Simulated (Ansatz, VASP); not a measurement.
## Sr in VASP and in Ansatz

```
CELL_PARAMETERS angstrom
-2.43500 2.43500 2.43500
2.43500 -2.43500 2.43500
2.43500 2.43500 -2.43500
ATOMIC_POSITIONS crystal
Sr 0.00000 0.00000 0.00000
```

Alike in both runs: task single point; functional PBE; k mesh 12 × 12 × 12; occupations gaussian, width 0.05 eV; no spin polarisation.

|  | VASP | Ansatz |
| --- | --- | --- |
| version | VASP 6.6.1 | Ansatz 0.2.0 |
| potentials or method | VASP PAW PBE potentials, release 64 (Sr_sv), cutoff 520 eV | scalar-relativistic, plane waves, PAW |
| valence electrons in the cell | 10 | 10 |

```tsv
	VASP	Ansatz	Ansatz less VASP
pressure (GPa)	-0.7	-0.7	-0.01
```

With one functional, cell and mesh, what is left measures potentials, basis and numerics.
